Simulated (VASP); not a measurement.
# Te2Mo (C2/m) in VASP: a series of runs

Runs on Te2Mo. Level: r2SCAN. Tasks: single point.

Everything below comes from runs of VASP 6.6.1. Logs are shortened: lines on timing, memory, paths and dates and some standing lists are left out, and cuts for length are marked.

## Step 1: The cell of the first run

The structure is monoclinic, space group C2/m (No. 12). The conventional cell has a = 6.172 Å, b = 3.564 Å, c = 15.046 Å, α = 90.00°, β = 101.84°, γ = 90.00°. Te (site symmetry m) has 3 Mo at 2.73 Å and 7 Te at 3.56 to 3.58 Å within 3.6 Å. Te (site symmetry m) has 3 Mo at 2.73 Å and 7 Te at 3.56 to 3.58 Å within 3.6 Å. Mo (site symmetry m) has 6 Te at 2.73 Å and 6 Mo at 3.56 Å within 3.6 Å.

## Step 2: Single point, r2SCAN

POSCAR reads:

```
Te2Mo
1.0
   -3.5635452172      0.0000000000      0.0000000000
   -1.7817726086     -3.0861206856      0.0000000000
   -2.6726589129     -1.5430603428     14.7262210532
Te Mo
4 2
Direct
    0.0190913558      0.0190913558      0.6284839550
    0.6024246892      0.6024246892      0.1284839550
   -0.1024246892     -0.1024246892      0.8715160450
    0.4809086442      0.4809086442      0.3715160450
    0.2083333333      0.2083333333      0.2500000000
    0.2916666667      0.2916666667      0.7500000000
```

INCAR.step1 reads:

```
SYSTEM = Te2Mo
ALGO = Normal
EDIFF = 1E-4
ENCUT = 520
GGA = PE
ISMEAR = 0
LASPH = .True.
LCHARG = .False.
LREAL = .False.
LWAVE = .True.
NBANDS = 35
NELM = 60
PREC = Accurate
SIGMA = 0.05
```

INCAR.step2 reads:

```
SYSTEM = Te2Mo
ALGO = Normal
EDIFF = 1E-6
ENCUT = 520
ISIF = 2
ISMEAR = 0
ISTART = 1
LASPH = .True.
LCHARG = .False.
LMIXTAU = .True.
LREAL = .False.
LWAVE = .False.
METAGGA = R2SCAN
NBANDS = 35
NELM = 60
PREC = Accurate
SIGMA = 0.05
```

KPOINTS reads:

```
k-points
0
Gamma
  9 9 2
  0 0 0
```

Potentials or basis: VASP PAW PBE potentials, release 64 (Te, Mo_sv).

Launch:

```console
> cat potpaw_PBE.64/Te/POTCAR potpaw_PBE.64/Mo_sv/POTCAR > POTCAR
> cp INCAR.step1 INCAR
> mpirun -np 1 vasp_std > vasp.out
> cp INCAR.step2 INCAR
> mpirun -np 1 vasp_std > vasp.out
```

OUTCAR:

```text
SYSTEM = Te2Mo
   EDIFF = 1E-6
   ENCUT = 520
   ISIF = 2
   ISMEAR = 0
   ISTART = 1
   LASPH = .True.
   LREAL = .False.
   METAGGA = R2SCAN
   NELM = 60
   PREC = Accurate

 ion  position               nearest neighbor table
   1  0.019  0.019  0.628-   6 2.73   6 2.73   6 2.73   3 3.58
   2  0.602  0.602  0.128-   5 2.73   5 2.73   5 2.73   4 3.58
   3  0.898  0.898  0.872-   6 2.73   6 2.73   6 2.73   1 3.58
   4  0.481  0.481  0.372-   5 2.73   5 2.73   5 2.73   2 3.58
   5  0.208  0.208  0.250-   2 2.73   4 2.73   2 2.73   4 2.73   2 2.73   4 2.73
   6  0.292  0.292  0.750-   3 2.73   1 2.73   1 2.73   3 2.73   1 2.73   3 2.73

  LATTYP: Found a face centered orthorhombic cell.
 ALAT       =     3.5635452172
 B/A-ratio  =     1.7320508076
 C/A-ratio  =     8.2649272877

  Lattice vectors:

 A1 = (  -2.6726589129,  -1.5430603428,  14.7262210532)
 A2 = (  -0.8908863043,   1.5430603428,  14.7262210532)
 A3 = (  -3.5635452172,   0.0000000000,   0.0000000000)

Analysis of symmetry for initial positions (statically):
=====================================================================
 Subroutine PRICEL returns:
 Original cell was already a primitive cell.

 Routine SETGRP: Setting up the symmetry group for a
 face centered orthorhombic supercell.

 Subroutine GETGRP returns: Found  4 space group operations
 (whereof  2 operations were pure point group operations)
 out of a pool of  8 trial point group operations.

The static configuration has the point symmetry C_1h.
 The point group associated with its full space group is C_2h.

Analysis of symmetry for dynamics (positions and initial velocities):
=====================================================================
 Subroutine PRICEL returns:
 Original cell was already a primitive cell.

 Routine SETGRP: Setting up the symmetry group for a
 face centered orthorhombic supercell.

 Subroutine GETGRP returns: Found  4 space group operations
 (whereof  2 operations were pure point group operations)
 out of a pool of  8 trial point group operations.

The dynamic configuration has the point symmetry C_1h.
 The point group associated with its full space group is C_2h.

 Subroutine INISYM returns: Found  4 space group operations
 (whereof  2 operations are pure point group operations),
[... 119 lines left out ...]
   ICHARG =      0    charge: 1-file 2-atom 10-const
   ISPIN  =      1    spin polarized calculation?
   LNONCOLLINEAR =      F non collinear calculations
   LSORBIT =      F    spin-orbit coupling
   LASPH  =      T    aspherical Exc in radial PAW
   ENCUT  =  520.0 eV  38.22 Ry    6.18 a.u.   6.63  6.63 27.98*2*pi/ulx,y,z
   NELM   =     60;   NELMIN=  2; NELMDL=  0     # of ELM steps
   EDIFF  = 0.1E-05   stopping-criterion for ELM
   LREAL  =      F    real-space projection
   EDIFFG = 0.1E-04   stopping-criterion for IOM
   NSW    =      0    number of steps for IOM
   IBRION =     -1    ionic relax: 0-MD 1-quasi-New 2-CG
   NFREE  =      0    steps in history (QN), initial steepest desc. (CG)
   ISIF   =      2    stress and relaxation
   ISYM   =      2    0-nonsym 1-usesym 2-fastsym
   POTIM  = 0.5000    time-step for ionic-motion
   TEBEG  =    0.0;   TEEND  =   0.0 temperature during run
   PSTRESS=    0.0 pullay stress
   NELECT =      52.0000    total number of electrons
   NUPDOWN=      -1.0000    fix difference up-down
   EMIN   =  10.00;   EMAX   =-10.00  energy-range for DOS
   EFERMI =   0.00;   METHOD = LEGACY
   ISMEAR =     0;   SIGMA  =   0.05  broadening in eV -4-tet -1-fermi 0-gaus
   EFERMI_NEDOS =   21; number of points for ismear=-14 and -15
   IALGO  =     38    algorithm
   IMIX   =      4    mixing-type and parameters
     AMIX     =   0.40;   BMIX     =  1.00
     AMIX_MAG =   1.60;   BMIX_MAG =  1.00
  volume/ion in A,a.u.               =      26.99       182.15
  Fermi-wavevector in a.u.,A,eV,Ry     =   1.121021  2.118423 17.098282  1.256688
  Thomas-Fermi vector in A             =   2.257672
   LORBIT       =      0    0 simple, 1 ext, 2 COOP (PROOUT), +10 PAW based schemes
   METAGGA = R2SCAN    functional components
   LHFCALC =     F    Hartree Fock is set to
   AEXX    =    0.0000 exact exchange contribution
   IVDW    =     0    specifies the selected vdW correction
   LEPSILON=     F    determine dielectric tensor
   LRPA    =     F    only Hartree local field effects (RPA)
 non-spin polarized calculation
 Gauss-broadening in eV      SIGMA  =   0.05
  energy-cutoff  :      520.00
  volume of cell :      161.95
 maximum number of plane-waves:      4422
   NGX = 13   NGY = 13   NGZ = 55

 number of electron      52.0000001 magnetization

 Free energy of the ion-electron system (eV)
  ---------------------------------------------------
  ext. energy  EPLUGINS =         0.00000000
  ---------------------------------------------------
  free energy    TOTEN  =      -155.60383364 eV

  energy without entropy =     -155.60383364  energy(sigma->0) =     -155.60383364

 E-fermi :   7.4207     XC(G=0): -10.5187

 val. band max:        6.9971192082   @ k =   0.0000   0.0000   0.0000
 cond. band min:       8.0264011223   @ k =  -0.3333   0.3333   0.5000
 fundamental gap:      1.0292819141
 Fermi energy:         7.4206541589

 k-point     1 :       0.0000    0.0000    0.0000
  band No.  band energies     occupation
      1     -55.7224      2.00000
      2     -55.7224      2.00000
      3     -29.1426      2.00000
      4     -29.1426      2.00000
      5     -29.0530      2.00000
      6     -29.0530      2.00000
[... 901 lines left out ...]
     34      10.9087      0.00000
     35      11.4859      0.00000

 [... further k-points ...]
[... 5 lines left out ...]
  --------------------------------------------------------------------------------------
  -------------------------------------------------------------------------------------
  Total        0.1947444      0.1147458      0.8275110      0.0692808      0.1694973      0.2935778
  in kB        1.9265891      1.1351703      8.1864923      0.6853887      1.6768213      2.9043390
  external PRESSURE =       3.7494172 kB  Pullay stress =       0.0000000 kB

 VOLUME and BASIS-vectors are now :
 -----------------------------------------------------------------------------
  energy-cutoff  :      520.00
  volume of cell :      161.95
      direct lattice vectors                 reciprocal lattice vectors
    -3.563545217  0.000000000  0.000000000    -0.280619422  0.162015699 -0.033953042
    -1.781772609 -3.086120686  0.000000000     0.000000000 -0.324031398 -0.033953042
    -2.672658913 -1.543060343 14.726221053     0.000000000  0.000000000  0.067906084

 POSITION                                       TOTAL-FORCE (eV/Angst)
 -----------------------------------------------------------------------------------
     -1.78177     -1.02871      9.25519        -0.000075     -0.000043     -0.029990
     -3.56355     -2.05741      1.89208         0.052394      0.030250      0.105531
     -7.12709     -4.11483     12.83414        -0.052394     -0.030250     -0.105531
     -3.56355     -2.05741      5.47103         0.000075      0.000043      0.029990
     -1.78177     -1.02871      3.68156         0.013387      0.007729      0.014859
     -3.56355     -2.05741     11.04467        -0.013387     -0.007729     -0.014859
 -----------------------------------------------------------------------------------
    total drift:                               -0.000000     -0.000000      0.000000

  FREE ENERGIE OF THE ION-ELECTRON SYSTEM (eV)
  ---------------------------------------------------
  free  energy   TOTEN  =      -155.6038336352 eV

  energy  without entropy=     -155.6038336352  energy(sigma->0) =     -155.60383364
```

OSZICAR.step1:

```text
N       E                     dE             d eps       ncg     rms          rms(c)
DAV:   1     0.392570553140E+03    0.39257E+03   -0.26836E+04  4028   0.132E+03
DAV:   2    -0.160028697184E+02   -0.40857E+03   -0.39584E+03  4354   0.313E+02
DAV:   3    -0.368082481719E+02   -0.20805E+02   -0.20435E+02  4309   0.618E+01
DAV:   4    -0.373025762630E+02   -0.49433E+00   -0.49214E+00  4188   0.943E+00
DAV:   5    -0.373167744740E+02   -0.14198E-01   -0.14193E-01  4401   0.160E+00    0.209E+01
DAV:   6    -0.365727975942E+02    0.74398E+00   -0.62166E+00  3812   0.137E+01    0.888E+00
DAV:   7    -0.364459165714E+02    0.12688E+00   -0.50514E+00  3629   0.112E+01    0.621E+00
DAV:   8    -0.360160134932E+02    0.42990E+00   -0.89305E-01  3649   0.532E+00    0.251E+00
DAV:   9    -0.360186130388E+02   -0.25995E-02   -0.23251E-01  4110   0.218E+00    0.104E+00
DAV:  10    -0.360111510678E+02    0.74620E-02   -0.30707E-02  3790   0.103E+00    0.370E-01
DAV:  11    -0.360116407663E+02   -0.48970E-03   -0.20361E-03  3966   0.212E-01    0.154E-01
DAV:  12    -0.360116366741E+02    0.40922E-05   -0.15074E-04  2658   0.590E-02
   1 F= -.36011637E+02 E0= -.36011637E+02  d E =-.868952E-11
```

It took 17 min on 1 thread of Intel Xeon Platinum 8259CL at 2.50GHz (Skylake/Cascade Lake), shared host; peak memory 0.46 GiB.

What came out:

```
Free energy            : -155.6038 eV
Pressure               : 0.4 GPa
Largest force          : 0.122 eV/Å
Band gap on the k mesh : 1.03 eV, indirect (least direct gap 1.08 eV)
```

Forces in eV/Å, atoms in the order of the input:
```
Te   0.000  0.000 -0.030
Te   0.052  0.030  0.106
Te  -0.052 -0.030 -0.106
Te   0.000  0.000  0.030
Mo   0.013  0.008  0.015
Mo  -0.013 -0.008 -0.015
```

Stress tensor (GPa, compression positive):
```
0.19 0.07 0.29
0.07 0.11 0.17
0.29 0.17 0.82
```

Caveat: the PAW data sets were made with another functional, which shifts forces and pressure a little; spin-orbit coupling is left out, which moves the levels of the heavy elements. A k mesh can miss the band edges.

## Step 3: Single point, r2SCAN

POSCAR reads:

```
Te2Mo
1.0
   -3.5635452172      0.0000000000      0.0000000000
   -1.7817726086     -3.0861206856      0.0000000000
   -3.1179238878     -1.8001341959     14.7262210532
Te Mo
4 2
Direct
   -0.0332613576     -0.0332613576      0.6284839550
    0.5917219757      0.5917219757      0.1284839550
   -0.1750219757     -0.1750219757      0.8715160450
    0.4499613576      0.4499613576      0.3715160450
    0.1875083333      0.1875083333      0.2500000000
    0.2291916667      0.2291916667      0.7500000000
```

INCAR.step1 reads:

```
SYSTEM = Te2Mo
ALGO = Normal ; EDIFF = 1E-4
ENCUT = 520 ; GGA = PE
ISMEAR = 0 ; LASPH = .TRUE.
LCHARG = .FALSE. ; LREAL = .FALSE.
LWAVE = .TRUE. ; NBANDS = 35
NELM = 100 ; PREC = Accurate
SIGMA = 0.05
```

INCAR.step2 reads:

```
SYSTEM = Te2Mo
ALGO = Normal ; EDIFF = 1E-7
ENCUT = 520 ; ISIF = 2
ISMEAR = 0 ; ISTART = 1
LASPH = .TRUE. ; LCHARG = .FALSE.
LMIXTAU = .TRUE. ; LREAL = .FALSE.
LWAVE = .FALSE. ; METAGGA = R2SCAN
NBANDS = 35 ; NELM = 100
PREC = Accurate ; SIGMA = 0.05
```

KPOINTS reads:

```
k-points
0
G
  9 9 2
  0 0 0
```

Potentials or basis: VASP PAW PBE potentials, release 64 (Te, Mo_sv).

Launch:

```console
> cat potpaw_PBE.64/Te/POTCAR potpaw_PBE.64/Mo_sv/POTCAR > POTCAR
> cp INCAR.step1 INCAR
> mpirun -np 1 vasp_std > vasp.out
> cp INCAR.step2 INCAR
> mpirun -np 1 vasp_std > vasp.out
```

Wall time 10 min (1 thread of Intel Xeon 6975P-C (Granite Rapids), shared host); peak memory 0.48 GiB.

Results (log left out):

| Quantity | Value |
| --- | --- |
| Free energy | -155.5643 eV |
| Pressure | 0.5 GPa |
| Largest force | 0.197 eV/Å |
| Band gap on the k mesh | 1.02 eV, indirect (least direct gap 1.09 eV) |

Forces on the atoms (eV/Å):
```
Te   0.001  0.000 -0.027
Te   0.046  0.026  0.190
Te  -0.046 -0.026 -0.190
Te  -0.001  0.000  0.027
Mo   0.013  0.008  0.040
Mo  -0.013 -0.008 -0.040
```

Stress tensor (GPa, compression positive):
```
0.16 0.04 0.26
0.04 0.11 0.15
0.26 0.15 1.28
```

Levels at points of the mesh, in eV from the valence-band top:
```csv
k point,band 24,band 25,band 26,band 27,band 28,band 29
"(0.00, 0.00, 0.00)",-0.83,-0.70,0.00,3.01,3.02,3.06
"(0.00, 0.00, 0.50)",-1.10,-0.18,-0.13,3.00,3.00,3.10
```

Caveat: the PAW data sets were made with another functional, which shifts forces and pressure a little; spin-orbit coupling is left out, which moves the levels of the heavy elements. A k mesh can miss the band edges.

## Step 4: Single point, r2SCAN

This run uses another cell than the first one, of the same volume but with other edges.

POSCAR reads:

```
Te2Mo
1.0
   -3.5635452172      0.0000000000      0.0000000000
   -1.7817726086     -3.0861206856      0.0000000000
   -4.0089883693     -2.3145905142     14.7262210532
Te Mo
4 2
Direct
   -0.1380296329     -0.1380296329      0.6284839550
    0.5703037004      0.5703037004      0.1284839550
   -0.3203037004     -0.3203037004      0.8715160450
    0.3880296329      0.3880296329      0.3715160450
    0.1458333333      0.1458333333      0.2500000000
    0.1041666667      0.1041666667      0.7500000000
```

INCAR.step1 reads:

```
ALGO = Normal
EDIFF = 1E-4
ENCUT = 520
GGA = PE
ISMEAR = 0
LASPH = T
LCHARG = F
LREAL = F
LWAVE = T
NBANDS = 35
NELM = 60
PREC = Accurate
SIGMA = 0.05
```

INCAR.step2 reads:

```
ALGO = Normal
EDIFF = 1E-7
ENCUT = 520
ISIF = 2
ISMEAR = 0
ISTART = 1
LASPH = T
LCHARG = F
LMIXTAU = T
LREAL = F
LWAVE = F
METAGGA = R2SCAN
NBANDS = 35
NELM = 60
PREC = Accurate
SIGMA = 0.05
```

KPOINTS reads:

```
k-points
0
Gamma
  9 9 2
```

Launch:

```console
> cat potpaw_PBE.64/Te/POTCAR potpaw_PBE.64/Mo_sv/POTCAR > POTCAR
> cp INCAR.step1 INCAR
> mpirun -np 1 vasp_std > vasp.out
> cp INCAR.step2 INCAR
> mpirun -np 1 vasp_std > vasp.out
```

Wall time 9.6 min (1 thread of Intel Xeon 6975P-C (Granite Rapids), shared host); peak memory 0.48 GiB.

It converged, with:

* Free energy: -155.5657 eV
* Pressure: 0.5 GPa
* Largest force: 0.194 eV/Å
* Band gap on the k mesh: 1.02 eV, indirect (least direct gap 1.08 eV)

Forces in eV/Å, atoms in the order of the input:
```
Te  -0.002 -0.001 -0.027
Te  -0.049 -0.029  0.186
Te   0.049  0.029 -0.186
Te   0.002  0.001  0.027
Mo  -0.018 -0.011  0.040
Mo   0.018  0.011 -0.040
```

Stress tensor (GPa, compression positive):
```
 0.12 -0.01 -0.29
-0.01  0.14 -0.17
-0.29 -0.17  1.27
```

Levels at points of the mesh, in eV from the valence-band top:
```csv
k point,band 24,band 25,band 26,band 27,band 28,band 29
"(0.00, 0.00, 0.00)",-0.83,-0.70,0.00,3.01,3.03,3.06
"(0.00, 0.00, 0.50)",-1.10,-0.18,-0.13,2.99,3.01,3.09
```

Caveat: the PAW data sets were made with another functional, which shifts forces and pressure a little; spin-orbit coupling is left out, which moves the levels of the heavy elements.

## Step 5: Overview

```tsv
cell	gap on the mesh (eV)	pressure (GPa)	largest force (eV/Å)
a = 3.564, b = 3.564, c = 15.046 Å, angles 79.8, 79.8, 60.0°, 6 atoms	1.03	0.4	0.12
a = 3.564, b = 3.564, c = 15.160 Å, angles 78.1, 78.1, 60.0°, 6 atoms	1.02	0.5	0.20
a = 3.564, b = 3.564, c = 15.437 Å, angles 74.9, 74.9, 60.0°, 6 atoms	1.02	0.5	0.19
```

Alike in all rows: task single point; level r2SCAN; potentials or basis VASP PAW PBE potentials, release 64 (Te, Mo_sv); no spin polarisation; k mesh 9 × 9 × 2; cutoff (eV) 520; smearing gaussian 0.05 eV.

Caveats: the PAW data sets were made with another functional, which shifts forces and pressure a little; spin-orbit coupling is left out, which moves the levels of the heavy elements.

Total energies depend on the potentials used, so only differences within one code and one set of settings carry meaning.
